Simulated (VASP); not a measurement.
## Hf: single point with PBEsol

Crystal: Hf.

```xyz
1
Lattice="0.0000 2.2200 2.2200 2.2200 0.0000 2.2200 2.2200 2.2200 0.0000" Properties=species:S:1:pos:R:3 pbc="T T T"
Hf    0.0000    0.0000    0.0000
```

* Program: VASP 6.6.1
* Task: single point
* Functional: PBEsol
* Potentials or basis: VASP PAW PBE potentials, release 64 (Hf_pv)
* Cutoff: 520 eV
* k mesh: 9 × 9 × 9
* Occupations: fermi-dirac, width 0.05 eV
* Spin: no spin polarisation

| Quantity | Value |
| --- | --- |
| Pressure | -1.3 GPa |
| Band gap on the k mesh | zero (band 5 reaches 6.13 eV, above the bottom of band 6 at 4.18 eV) |

Levels at points of the mesh, in eV from the Fermi level:
```csv
k point,band 2,band 3,band 4,band 5,band 6,band 7,band 8,band 9
"(0.00, 0.00, 0.00)",-29.92,-29.92,-7.33,1.36,1.36,1.36,4.22,4.22
```

It took 24 s on 1 thread of AMD EPYC 7R13 (shared host), peak memory 0.11 GiB.

Caveat: the PAW data sets were made with another functional, which shifts forces and pressure a little; spin-orbit coupling is left out, which moves the levels of the heavy elements.
